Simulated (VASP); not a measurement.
Wanted: the native input for a VASP 6.6.1 run.

- Task: single point
- Functional: PBE
- Potentials or basis: VASP PAW PBE potentials, release 64 (Ti_sv, O)
- Cutoff: 520 eV
- k mesh: 10 × 10 × 10
- Occupations: fermi-dirac, width 0.05 eV
- Spin: no spin polarisation
- Hubbard terms: Ti d U = 1.0 eV
- Dipole correction: no
- Further INCAR settings: ALGO = Normal; EDIFF = 1e-06; NBANDS = 33

The structure of TiO2 lies in POSCAR:

```
TiO2
1.0
   -1.8921000000      1.8921000000      4.7573000000
    1.8921000000     -1.8921000000      4.7573000000
    1.8921000000      1.8921000000     -4.7573000000
Ti O
2 4
Direct
    0.7500000000      0.2500000000      0.5000000000
    0.0000000000      0.0000000000      0.0000000000
    0.7919000000      0.7919000000      0.0000000000
    0.5419000000      0.0419000000      0.5000000000
    0.9581000000      0.4581000000      0.5000000000
    0.2081000000      0.2081000000      0.0000000000
```

These files were run (other wordings do the same):

INCAR

```
SYSTEM = TiO2
ALGO = Normal
EDIFF = 1E-6
ENCUT = 520
GGA = PE
ISIF = 2
ISMEAR = -1
LASPH = .True.
LCHARG = .False.
LDAU = .True.
LDAUJ = 0 0
LDAUL = 2 -1
LDAUPRINT = 1
LDAUTYPE = 2
LDAUU = 1 0
LMAXMIX = 4
LREAL = .False.
LWAVE = .False.
NBANDS = 33
NELM = 150
PREC = Accurate
SIGMA = 0.05
```

KPOINTS

```
k-points
0
Gamma
  10 10 10
  0 0 0
```

Potentials or basis: VASP PAW PBE potentials, release 64 (Ti_sv, O).

The run is started by

```console
$ cat potpaw_PBE.64/Ti_sv/POTCAR potpaw_PBE.64/O/POTCAR > POTCAR
$ mpirun -np 1 vasp_std > vasp.out
```

It gave:

* Pressure: 7.7 GPa
* Largest force: 0.150 eV/Å
* Band gap on the k mesh: 2.24 eV (least direct gap 2.58 eV)

Caveat: the cell stands under pressure.

It took 3.2 min on 1 thread of Intel(R) Xeon(R) 6975P-C (Granite Rapids) (shared host), peak memory 0.36 GiB.
